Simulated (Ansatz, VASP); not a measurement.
## CdF2: VASP beside Ansatz

```
Cd F
1.0
     0.00000    2.69400    2.69400
     2.69400    0.00000    2.69400
     2.69400    2.69400    0.00000
Cd F
1 2
Cartesian
  0.0000 0.0000 0.0000
  1.3470 1.3470 1.3470
  4.0410 4.0410 4.0410
```

Alike in both runs: task single point; functional PBE; k mesh 12 × 12 × 12; occupations gaussian, width 0.05 eV; no spin polarisation.

```csv
,VASP,Ansatz
version,VASP 6.6.1,Ansatz 0.2.0
potentials or method,"VASP PAW PBE potentials, release 64 (Cd, F), cutoff 520 eV","scalar-relativistic, plane waves, PAW"
valence electrons in the cell,26,34
```

Ansatz gave:

* gap on the k mesh at the Fermi level (eV): 3.10
* pressure (GPa): 5.5

Task: What did VASP give for the same quantities?

Result: gap on the k mesh at the Fermi level (eV): 3.07; pressure (GPa): 6.2.

VASP's potentials hold 26 valence electrons a cell and Ansatz's 34, so a difference there can come from the potentials and not from the codes.
